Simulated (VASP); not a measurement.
# Zn (Fm-3m) in VASP: further runs

The runs below take Zn through single point, relaxation of cell and atoms, with PBE.

All numbers are computed with VASP 6.6.1; they aren't measurements. Logs are shortened: lines on timing, memory, paths and dates and some standing lists are left out, and cuts for length are marked.

## Step 1: The cell of the first run

It takes space group Fm-3m (No. 225, cubic). Conventional cell: a = 3.930 Å, b = 3.930 Å, c = 3.930 Å, α = 90.00°, β = 90.00°, γ = 90.00°. Zn (site symmetry m-3m) has 12 Zn at 2.78 Å within 3.7 Å.

## Step 2: Single point, PBE

The input, INCAR:

```
SYSTEM = Zn
PREC = Accurate
ENCUT = 520
EDIFF = 1E-7
ISMEAR = -1
SIGMA = 0.05
LREAL = .False.
LASPH = .True.
NELM = 100
ALGO = Normal
ISIF = 2
LWAVE = .False.
LCHARG = .False.
GGA = PE
NBANDS = 12
```

The input, KPOINTS:

```
regular mesh
0
Gamma
  17 17 17
  0 0 0
```

The input, POSCAR:

```
Zn
1.0
    0.0000000000      1.9648782227      1.9648782227
    1.9648782227      0.0000000000      1.9648782227
    1.9648782227      1.9648782227      0.0000000000
Zn
1
Direct
    0.0000000000      0.0000000000      0.0000000000
```

Potentials or basis: VASP PAW PBE potentials, release 64 (Zn).

On the command line:

```console
$ cat potpaw_PBE.64/Zn/POTCAR > POTCAR
$ mpirun -np 1 vasp_std > vasp.out
```

OUTCAR:

```text
SYSTEM = Zn
   PREC = Accurate
   ENCUT = 520
   EDIFF = 1E-7
   ISMEAR = -1
   LREAL = .False.
   LASPH = .True.
   NELM = 100
   ISIF = 2
   GGA = PE

 ion  position               nearest neighbor table
   1  0.000  0.000  0.000-

  LATTYP: Found a face centered cubic cell.
 ALAT       =     3.9297564454

  Lattice vectors:

 A1 = (   0.0000000000,   1.9648782227,   1.9648782227)
 A2 = (   1.9648782227,   0.0000000000,   1.9648782227)
 A3 = (   1.9648782227,   1.9648782227,   0.0000000000)

Analysis of symmetry for initial positions (statically):
=====================================================================
 Subroutine PRICEL returns:
 Original cell was already a primitive cell.

 Routine SETGRP: Setting up the symmetry group for a
 face centered cubic supercell.

 Subroutine GETGRP returns: Found 48 space group operations
 (whereof 48 operations were pure point group operations)
 out of a pool of 48 trial point group operations.

The static configuration has the point symmetry O_h .

Analysis of symmetry for dynamics (positions and initial velocities):
=====================================================================
 Subroutine PRICEL returns:
 Original cell was already a primitive cell.

 Routine SETGRP: Setting up the symmetry group for a
 face centered cubic supercell.

 Subroutine GETGRP returns: Found 48 space group operations
 (whereof 48 operations were pure point group operations)
 out of a pool of 48 trial point group operations.

The dynamic configuration has the point symmetry O_h .

 Subroutine INISYM returns: Found 48 space group operations
 (whereof 48 operations are pure point group operations),
 and found     1 'primitive' translations

----------------------------------------------------------------------------------------

                                     Primitive cell

  volume of cell :      15.1718

  direct lattice vectors                    reciprocal lattice vectors
     0.000000000  1.964878223  1.964878223    -0.254468696  0.254468696  0.254468696
     1.964878223  0.000000000  1.964878223     0.254468696 -0.254468696  0.254468696
     1.964878223  1.964878223  0.000000000     0.254468696  0.254468696 -0.254468696

  length of vectors
     2.778757431  2.778757431  2.778757431     0.440752711  0.440752711  0.440752711

  position of ions in fractional coordinates (direct lattice)
     0.000000000  0.000000000  0.000000000

  ion indices of the primitive-cell ions
   primitive index   ion index
                 1           1

----------------------------------------------------------------------------------------

 KPOINTS: regular mesh

Automatic generation of k-mesh.
 Grid dimensions read from file:
 generate k-points for:   17   17   17

 Generating k-lattice:

  Cartesian coordinates                     Fractional coordinates (reciprocal lattice)
    -0.014968747  0.014968747  0.014968747     0.058823529  0.000000000  0.000000000
     0.014968747 -0.014968747  0.014968747     0.000000000  0.058823529  0.000000000
     0.014968747  0.014968747 -0.014968747     0.000000000  0.000000000  0.058823529

  Length of vectors
     0.025926630  0.025926630  0.025926630

  Shift w.r.t. Gamma in fractional coordinates (k-lattice)
     0.000000000  0.000000000  0.000000000

 Subroutine IBZKPT returns following result:
 ===========================================

 Found    165 irreducible k-points:

 Following reciprocal coordinates:
            Coordinates               Weight
  0.000000  0.000000  0.000000      1.000000
  0.058824  0.000000  0.000000      8.000000
  0.117647  0.000000  0.000000      8.000000
  0.176471  0.000000  0.000000      8.000000
  0.235294  0.000000  0.000000      8.000000
  0.294118  0.000000  0.000000      8.000000
[... 16 lines left out ...]
 -0.176471  0.058824  0.000000     24.000000
 -0.117647  0.058824  0.000000     24.000000
 [... further k-points ...]
   k-points           NKPTS =    165   k-points in BZ     NKDIM =    165   number of bands    NBANDS=     12
   number of dos      NEDOS =    301   number of ions     NIONS =      1
   total plane-waves  NPLWV =  13824
   dimension x,y,z NGX =    24 NGY =   24 NGZ =   24
   dimension x,y,z NGXF=    48 NGYF=   48 NGZF=   48
   ions per type =               1
   NGX,Y,Z   is equivalent  to a cutoff of  14.36, 14.36, 14.36 a.u.
   NGXF,Y,Z  is equivalent  to a cutoff of  28.72, 28.72, 28.72 a.u.
 SYSTEM =  Zn
   PREC   = accura    normal or accurate (medium, high low for compatibility)
   ISTART =      0    job   : 0-new  1-cont  2-samecut
   ICHARG =      2    charge: 1-file 2-atom 10-const
   ISPIN  =      1    spin polarized calculation?
   LNONCOLLINEAR =      F non collinear calculations
   LSORBIT =      F    spin-orbit coupling
   LASPH  =      T    aspherical Exc in radial PAW
   ENCUT  =  520.0 eV  38.22 Ry    6.18 a.u.   5.17  5.17  5.17*2*pi/ulx,y,z
   NELM   =    100;   NELMIN=  2; NELMDL= -5     # of ELM steps
   EDIFF  = 0.1E-06   stopping-criterion for ELM
   LREAL  =      F    real-space projection
   EDIFFG = 0.1E-05   stopping-criterion for IOM
   NSW    =      0    number of steps for IOM
   IBRION =     -1    ionic relax: 0-MD 1-quasi-New 2-CG
   NFREE  =      0    steps in history (QN), initial steepest desc. (CG)
   ISIF   =      2    stress and relaxation
   ISYM   =      2    0-nonsym 1-usesym 2-fastsym
   POTIM  = 0.5000    time-step for ionic-motion
   TEBEG  =    0.0;   TEEND  =   0.0 temperature during run
   PSTRESS=    0.0 pullay stress
   NELECT =      12.0000    total number of electrons
   NUPDOWN=      -1.0000    fix difference up-down
   EMIN   =  10.00;   EMAX   =-10.00  energy-range for DOS
[... 5 lines left out ...]
     AMIX     =   0.40;   BMIX     =  1.00
     AMIX_MAG =   1.60;   BMIX_MAG =  1.00
  volume/ion in A,a.u.               =      15.17       102.38
  Fermi-wavevector in a.u.,A,eV,Ry     =   1.513990  2.861026 31.186799  2.292165
  Thomas-Fermi vector in A             =   2.623707
   LORBIT       =      0    0 simple, 1 ext, 2 COOP (PROOUT), +10 PAW based schemes
   GGA     = PE    functional components
   LHFCALC =     F    Hartree Fock is set to
   AEXX    =    0.0000 exact exchange contribution
   IVDW    =     0    specifies the selected vdW correction
   LEPSILON=     F    determine dielectric tensor
   LRPA    =     F    only Hartree local field effects (RPA)
 non-spin polarized calculation
  energy-cutoff  :      520.00
  volume of cell :       15.17
 maximum number of plane-waves:       424
 NGX is ok and might be reduce to    24
   NGX = 11   NGY = 11   NGZ = 11

 number of electron      12.0000008 magnetization

 Free energy of the ion-electron system (eV)
  ---------------------------------------------------
  ext. energy  EPLUGINS =         0.00000000
  ---------------------------------------------------
  free energy    TOTEN  =        -1.08802926 eV

  energy without entropy =       -1.08531796  energy(sigma->0) =       -1.08667361

 E-fermi :   3.0730     XC(G=0): -11.5757

 val. band max:        3.0666451558   @ k =  -0.3529   0.2941   0.1176
 cond. band min:       3.1308354940   @ k =  -0.4118   0.3529   0.0000
 fundamental gap:      0.0641903382
 Fermi energy:         3.0730394108

 k-point     1 :       0.0000    0.0000    0.0000
  band No.  band energies     occupation
      1      -7.2701      2.00000
      2      -4.5348      2.00000
      3      -4.5348      2.00000
      4      -4.5348      2.00000
      5      -4.1553      2.00000
      6      -4.1553      2.00000
      7      21.3511      0.00000
      8      21.3511      0.00000
      9      21.3511      0.00000
     10      21.9739      0.00000
     11      24.1284      0.00000
     12      24.1284      0.00000

 k-point     2 :       0.0588    0.0000    0.0000
  band No.  band energies     occupation
      1      -7.1656      2.00000
      2      -4.5435      2.00000
      3      -4.5228      2.00000
      4      -4.5228      2.00000
      5      -4.1588      2.00000
      6      -4.1588      2.00000
      7      19.4594      0.00000
      8      21.0058      0.00000
      9      21.0058      0.00000
     10      21.7773      0.00000
     11      24.6507      0.00000
     12      24.6507      0.00000

 k-point     3 :       0.1176    0.0000    0.0000
  band No.  band energies     occupation
      1      -6.8573      2.00000
      2      -4.5624      2.00000
      3      -4.4924      2.00000
      4      -4.4924      2.00000
      5      -4.1645      2.00000
      6      -4.1645      2.00000
      7      16.5858      0.00000
      8      20.3534      0.00000
      9      20.3534      0.00000
     10      21.6573      0.00000
     11      25.8255      0.00000
     12      25.8255      0.00000
[... 286 lines left out ...]
 k-point    23 :      -0.1765    0.0588    0.0000
  band No.  band energies     occupation
      1      -6.0933      2.00000
      2      -4.5847      2.00000
      3      -4.4395      2.00000
      4      -4.4341      2.00000
      5      -4.1970      2.00000
      6      -4.0815      2.00000
      7      12.9133      0.00000
      8      17.2524      0.00000
      9      20.9837      0.00000
     10      22.1418      0.00000
     11      24.9027      0.00000
     12      25.0983      0.00000

 k-point    24 :      -0.1176    0.0588    0.0000
  band No.  band energies     occupation
      1      -6.6228      2.00000
      2      -4.5876      2.00000
      3      -4.4712      2.00000
      4      -4.4598      2.00000
      5      -4.1982      2.00000
      6      -4.1301      2.00000
      7      15.7028      0.00000
      8      17.8389      0.00000
      9      21.5017      0.00000
     10      22.2367      0.00000
     11      25.0459      0.00000
     12      25.6993      0.00000

 [... further k-points ...]
[... 5 lines left out ...]
  --------------------------------------------------------------------------------------
  -------------------------------------------------------------------------------------
  Total        0.0329772      0.0329772      0.0329772      0.0000000      0.0000000     -0.0000000
  in kB        3.4824719      3.4824719      3.4824719      0.0000000      0.0000000     -0.0000000
  external PRESSURE =       3.4824719 kB  Pullay stress =       0.0000000 kB

 VOLUME and BASIS-vectors are now :
 -----------------------------------------------------------------------------
  energy-cutoff  :      520.00
  volume of cell :       15.17
      direct lattice vectors                 reciprocal lattice vectors
     0.000000000  1.964878223  1.964878223    -0.254468696  0.254468696  0.254468696
     1.964878223  0.000000000  1.964878223     0.254468696 -0.254468696  0.254468696
     1.964878223  1.964878223  0.000000000     0.254468696  0.254468696 -0.254468696

 POSITION                                       TOTAL-FORCE (eV/Angst)
 -----------------------------------------------------------------------------------
      0.00000      0.00000      0.00000         0.000000      0.000000      0.000000
 -----------------------------------------------------------------------------------
    total drift:                               -0.000000      0.000000     -0.000000

  FREE ENERGIE OF THE ION-ELECTRON SYSTEM (eV)
  ---------------------------------------------------
  free  energy   TOTEN  =        -1.0880292634 eV

  energy  without entropy=       -1.0853179568  energy(sigma->0) =       -1.08667361
```

Run time: 14 s. Hardware: 1 thread of Intel Xeon 6975P-C, shared host; peak memory 0.16 GiB.

What came out:

| Item | Value |
| --- | --- |
| Free energy | -1.0880 eV |
| Pressure | 0.3 GPa |
| Band gap on the k mesh | zero (band 6 reaches 4.43 eV, above the bottom of band 7 at 1.82 eV) |

Levels at points of the mesh, in eV from the Fermi level:
| k point | band 4 | band 5 | band 6 | band 7 | band 8 | band 9 |
| --- | --- | --- | --- | --- | --- | --- |
| (0.00, 0.00, 0.00) | -7.61 | -7.23 | -7.23 | 18.28 | 18.28 | 18.28 |

## Step 3: Relaxation of cell and atoms, PBE

The input, INCAR:

```
SYSTEM = Zn
PREC = Accurate
ENCUT = 600
EDIFF = 1E-7
ISMEAR = -1
SIGMA = 0.05
LREAL = .FALSE.
LASPH = .TRUE.
NELM = 60
ALGO = Normal
ISIF = 3
LWAVE = .FALSE.
LCHARG = .FALSE.
GGA = PE
IBRION = 2
NSW = 60
EDIFFG = -0.005
```

The input, KPOINTS:

```
regular mesh
0
G
  17 17 17
  0 0 0
```

The input, POSCAR:

```
Zn
1.0
    0.0000000000      1.9641097993      1.9641097993
    1.9641097993      0.0000000000      1.9641097993
    1.9641097993      1.9641097993      0.0000000000
Zn
1
Direct
    0.0000000000      0.0000000000      0.0000000000
```

Potentials or basis: VASP PAW PBE potentials, release 64 (Zn).

On the command line:

```console
$ cat potpaw_PBE.64/Zn/POTCAR > POTCAR
$ mpirun -np 1 vasp_std > vasp.out
```

It took 18 s on 1 thread of Intel Xeon 6975P-C, shared host; peak memory 0.17 GiB.

Results (log left out):

```yaml
Free_energy: -1.0878 eV
Relaxed_volume: 15.23 Å³/atom
Relaxed_cell: a = 2.782 Å, b = 2.782 Å, c = 2.782 Å, α = 60.00°, β = 60.00°, γ = 60.00°
Space_group_after_relaxing_to_0.05_Å: Fm-3m (No. 225)
Energy_gained_by_relaxing: 0.1 meV/atom
Ionic_steps: 2
Pressure_after_relaxing: 0.0 GPa
Band_gap_on_the_k_mesh: zero (band 6 reaches 4.40 eV, above the bottom of band 7 at 1.79 eV)
```

Final structure:
```
Zn
1.0
     0.00000    1.96744    1.96744
     1.96744    0.00000    1.96744
     1.96744    1.96744    0.00000
Zn
1
Direct
  0.00000 0.00000 0.00000
```

Levels at points of the mesh, in eV from the Fermi level:
| k point | band 3 | band 4 | band 5 | band 6 | band 7 | band 8 | band 9 | band 10 |
| --- | --- | --- | --- | --- | --- | --- | --- | --- |
| (0.00, 0.00, 0.00) | -7.60 | -7.60 | -7.22 | -7.22 | 18.23 | 18.23 | 18.23 | 18.87 |

## Step 4: Single point, PBE (volume scaled by 0.5)

The input, INCAR:

```
PREC = Accurate
ENCUT = 500
EDIFF = 1E-6
ISMEAR = -1
SIGMA = 0.05
LREAL = F
LASPH = T
NELM = 120
ALGO = Normal
ISIF = 2
LWAVE = F
LCHARG = F
GGA = PE
NBANDS = 12
GGA_COMPAT = F
```

The input, KPOINTS:

```
regular mesh
0
Gamma
  17 17 17
```

The input, POSCAR:

```
Zn
1.0
    0.0000000000      1.5595248789      1.5595248789
    1.5595248789      0.0000000000      1.5595248789
    1.5595248789      1.5595248789      0.0000000000
Zn
1
Direct
    0.0000000000      0.0000000000      0.0000000000
```

Potentials or basis: VASP PAW PBE potentials, release 64 (Zn).

On the command line:

```console
$ cat potpaw_PBE.64/Zn/POTCAR > POTCAR
$ mpirun -np 1 vasp_std > vasp.out
```

OUTCAR:

```text
PREC = Accurate
   ENCUT = 500
   EDIFF = 1E-6
   ISMEAR = -1
   LREAL = F
   LASPH = T
   NELM = 120
   ISIF = 2
   GGA = PE

 ion  position               nearest neighbor table
   1  0.000  0.000  0.000-

  LATTYP: Found a face centered cubic cell.
 ALAT       =     3.1190497578

  Lattice vectors:

 A1 = (   0.0000000000,   1.5595248789,   1.5595248789)
 A2 = (   1.5595248789,   0.0000000000,   1.5595248789)
 A3 = (   1.5595248789,   1.5595248789,   0.0000000000)

Analysis of symmetry for initial positions (statically):
[... 527 lines left out ...]
      4      -0.3943      2.00000
      5       0.5216      2.00000
      6       0.7532      2.00000
      7      29.7434      0.00000
      8      33.2851      0.00000
      9      37.8512      0.00000
     10      40.2092      0.00000
     11      42.8309      0.00000
     12      44.0677      0.00000

 [... further k-points ...]
[... 5 lines left out ...]
  --------------------------------------------------------------------------------------
  -------------------------------------------------------------------------------------
  Total       13.5360698     13.5360698     13.5360698     -0.0000000     -0.0000000      0.0000000
  in kB     2858.8821250   2858.8821250   2858.8821250     -0.0000000     -0.0000000      0.0000000
  external PRESSURE =    2858.8821250 kB  Pullay stress =       0.0000000 kB

 VOLUME and BASIS-vectors are now :
 -----------------------------------------------------------------------------
  energy-cutoff  :      500.00
  volume of cell :        7.59
      direct lattice vectors                 reciprocal lattice vectors
     0.000000000  1.559524879  1.559524879    -0.320610467  0.320610467  0.320610467
     1.559524879  0.000000000  1.559524879     0.320610467 -0.320610467  0.320610467
     1.559524879  1.559524879  0.000000000     0.320610467  0.320610467 -0.320610467

 POSITION                                       TOTAL-FORCE (eV/Angst)
 -----------------------------------------------------------------------------------
      0.00000      0.00000      0.00000        -0.000000     -0.000000     -0.000000
 -----------------------------------------------------------------------------------
    total drift:                                0.000000      0.000000     -0.000000

  FREE ENERGIE OF THE ION-ELECTRON SYSTEM (eV)
  ---------------------------------------------------
  free  energy   TOTEN  =         2.3122387166 eV

  energy  without entropy=        2.3135357379  energy(sigma->0) =        2.31288723
```

Run time: 4.6 s. Hardware: 1 thread of Intel Xeon Platinum 8559C (Emerald Rapids), shared host; peak memory 0.12 GiB.

Results:

```yaml
Free_energy: 2.3122 eV
Pressure: 285.9 GPa
Band_gap_on_the_k_mesh: zero (band 6 reaches 12.28 eV, above the bottom of band 7 at 11.00 eV)
```

Caveat: the cell differs from its parent crystal (volume scaled by 0.5).

## Step 5: Overview

| task | cell | cutoff (eV) | gap on the mesh (eV) | pressure (GPa) |
| --- | --- | --- | --- | --- |
| single point | a = 2.779 Å, angles 60.0°, 1 atom | 520 | none | 0.3 |
| relaxation of cell and atoms | relaxed from a = 2.778 Å, angles 60.0°, 1 atom | 600 | none | 0.0 |
| single point | a = 2.206 Å, angles 60.0°, 1 atom | 500 | none | 285.9 |

Alike in all rows: level PBE; potentials or basis VASP PAW PBE potentials, release 64 (Zn); no spin polarisation; k mesh 17 × 17 × 17; smearing fermi-dirac 0.05 eV.

Absolute energies hang on the potentials; compare differences alone.
